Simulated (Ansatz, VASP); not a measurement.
## One calculation of SiC, two programs

```xyz
2
Lattice="0.0245 2.1740 2.1740 2.1985 0.0000 2.1985 2.1740 2.1740 0.0245" Properties=species:S:1:pos:R:3 pbc="T T T"
Si    0.0000    0.0000    0.0000
C     3.2977    3.2610    3.2977
```

Change from the starting cell: strain +0.0225 x Voigt [0, 0, 0, 0, 1, 0], atoms carried along.

Alike in both runs: task single point; functional LDA; k mesh 12 × 12 × 12; occupations gaussian, width 0.05 eV; no spin polarisation.

```csv
,VASP,Ansatz
version,VASP 6.6.1,Ansatz 0.2.0
potentials or method,"VASP PAW LDA potentials, release 64 (Si, C), cutoff 520 eV","scalar-relativistic, plane waves, PAW"
valence electrons in the cell,8,8
```

```tsv
	VASP	Ansatz	Ansatz less VASP
gap on the k mesh at the Fermi level (eV)	1.21	1.23	+0.014
least direct gap on the mesh (eV)	4.31	4.32	+0.013
pressure (GPa)	-2.4	-2.8	-0.41
traceless stress, the component that is largest in VASP (GPa)	-6.16	-6.13	+0.026
rms of the force components (eV/Å)	0.104	0.104	-0.0006
```

LDA's correlation is that of Perdew and Zunger in VASP and of Perdew and Wang (1992) in Ansatz. Atom by atom the forces differ by 0.001 eV/Å (rms over components).
